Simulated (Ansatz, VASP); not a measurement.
## CdS: VASP beside Ansatz

The input INCAR:

```
SYSTEM = CdS
PREC     = Accurate       ! precision mode
ENCUT    = 520            ! plane-wave cutoff, eV
EDIFF    = 1E-6           ! SCF threshold, eV
ISMEAR   = 0              ! smearing method
SIGMA    = 0.1            ! smearing width, eV
LREAL    = .False.        ! projectors in reciprocal space
LASPH    = .True.         ! aspherical terms in the spheres
NELM     = 100            ! most SCF steps
ALGO     = Normal         ! electronic algorithm
ISIF     = 2              ! what is computed and relaxed
LWAVE    = .False.        ! write WAVECAR
LCHARG   = .False.        ! write CHGCAR
GGA      = PE             ! functional
NBANDS   = 26             ! bands
```

File KPOINTS:

```
Automatic mesh
0
Gamma
  4 4 4
  0 0 0
```

File POSCAR:

```
CdS
1.0
    4.3306978700      0.0000000000      0.0000000000
    0.0000000000      4.3306978700      0.0000000000
    0.0000000000      0.0000000000      6.1245316600
Cd S
2 2
Direct
    0.0000000000      0.5000000000      0.0000000000
    0.5000000000      0.0000000000      0.5000000000
    0.5000000000      0.5000000000      0.2500000000
    0.5000000000      0.5000000000      0.7500000000
```

Input for Ansatz:

```yaml
crystal:
  lattice:
    - [4.33069787, 0.0, 0.0]
    - [0.0, 4.33069787, 0.0]
    - [0.0, 0.0, 6.12453166]
  atoms:
    - { symbol: Cd, position: [0.0, 0.5, 0.0] }
    - { symbol: Cd, position: [0.5, 0.0, 0.5] }
    - { symbol: S, position: [0.5, 0.5, 0.25] }
    - { symbol: S, position: [0.5, 0.5, 0.75] }
basis:
  ecutwfc: 420
kpoints:
  mp_grid: { grid: [4, 4, 4] }
hamiltonian:
  xc: pbe
scf:
  occupations: { method: gaussian, width: 0.1 }
  lower_state_search: "off"
output:
  forces: true
  stress: true
  eigenvalues: true
```

Change from the starting cell: ordered vacancies on the anion sites of fluorite (P4_2/mmc, No. 131).

Alike in both runs: task single point; functional PBE; k mesh 4 × 4 × 4; occupations gaussian, width 0.1 eV; no spin polarisation.

|  | VASP | Ansatz |
| --- | --- | --- |
| version | VASP 6.6.1 | Ansatz 0.2.0 |
| potentials or method | VASP PAW PBE potentials, release 64 (Cd, S), cutoff 520 eV | scalar-relativistic, plane waves, PAW |
| valence electrons in the cell | 36 | 52 |

VASP gave:

| Quantity | Value |
| --- | --- |
| gap on the k mesh at the Fermi level (eV) | none |
| pressure (GPa) | 0.6 |
| traceless stress, the component that is largest in VASP (GPa) | 7.59 |

Question: Which values does Ansatz return?

Answer: gap on the k mesh at the Fermi level (eV): none; pressure (GPa): 0.4; traceless stress, the component that is largest in VASP (GPa): 7.62.

A gap of «none» marks a metal or a gap that the smearing closes. VASP's potentials hold 36 valence electrons a cell and Ansatz's 52, so a difference there can come from the potentials and not from the codes.

The k mesh is coarse, so the values compare programs but aren't converged.
